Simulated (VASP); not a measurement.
SrMg, 2 atoms in the cell. It takes space group R-3m (No. 166, trigonal). The conventional cell has a = 5.460 Å, b = 5.460 Å, c = 6.890 Å, α = 90.00°, β = 90.00°, γ = 120.00°. Sr (site symmetry -3m) has 8 Mg at 3.36 to 3.45 Å and 6 Sr at 3.90 Å within 4.4 Å. Mg (site symmetry -3m) has 8 Sr at 3.36 to 3.45 Å and 6 Mg at 3.90 Å within 4.4 Å.  This cell differs from its parent crystal: equal xy, yz and zx shear strains of +2 %.

- Program: VASP 6.6.1
- Task: electric field gradients
- Functional: LDA
- Potentials or basis: VASP PAW LDA potentials, release 64 (Sr_sv, Mg)
- Cutoff: 520 eV
- k mesh: 9 × 9 × 9
- Occupations: fermi-dirac, width 0.05 eV
- Spin: no spin polarisation
- Dipole correction: no
- Further INCAR settings: ALGO = Normal; EDIFF = 1e-08; NBANDS = 13

Potentials or basis: VASP PAW LDA potentials, release 64 (Sr_sv, Mg).

Run with:

```bash
$ cat potpaw_LDA.64/Sr_sv/POTCAR potpaw_LDA.64/Mg/POTCAR > POTCAR
$ mpirun -np 1 vasp_std > vasp.out
```

Hardware: 1 thread of Intel(R) Xeon(R) Platinum 8375C CPU @ 2.90GHz (Ice Lake) (shared host).

Task: Estimate the wall time of this run.

Result: Run time: 59 s on 1 thread of Intel(R) Xeon(R) Platinum 8375C CPU @ 2.90GHz (Ice Lake), with other jobs on the host, peak memory 0.2 GiB. Counts: scf iterations 13, k points 85.
